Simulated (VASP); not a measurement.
The system is InP.

```
CELL_PARAMETERS angstrom
0.00000 2.95198 2.95198
2.95198 0.00000 2.95198
2.95198 2.95198 0.00000
ATOMIC_POSITIONS crystal
In 0.00000 0.00000 0.00000
P 0.75000 0.75000 0.75000
```

* Program: VASP 6.6.1
* Task: relaxation of cell and atoms
* Functional: LDA
* Potentials or basis: VASP PAW LDA potentials, release 64 (In_d, P)
* Cutoff: 500 eV
* k mesh: 10 × 10 × 10
* Occupations: gaussian, width 0.02 eV
* Spin: no spin polarisation

At the start: pressure -2.6 GPa; volume 25.72 Å³/atom.

How do energy, volume and symmetry change on relaxing?

Over 3 steps the energy falls by 8.1 meV/atom and the volume is 24.74 Å³/atom (-3.8 %); space group F-43m (No. 216, to 0.05 Å).

The path:
```csv
step,energy change (eV),largest force (eV/Å),pressure (GPa),volume (Å³)
1,0.0000,0.0000,-2.55,51.45
2,-0.0113,0.0000,1.57,48.45
3,-0.0162,0.0000,-0.02,49.48
```

Final structure:
```yaml
crystal:
  lattice:
    - [0.00000, 2.91393, 2.91393]
    - [2.91393, 0.00000, 2.91393]
    - [2.91393, 2.91393, 0.00000]
  atoms:
    - { symbol: In, position: [0.00000, 0.00000, 0.00000] }
    - { symbol: P, position: [0.75000, 0.75000, 0.75000] }
```
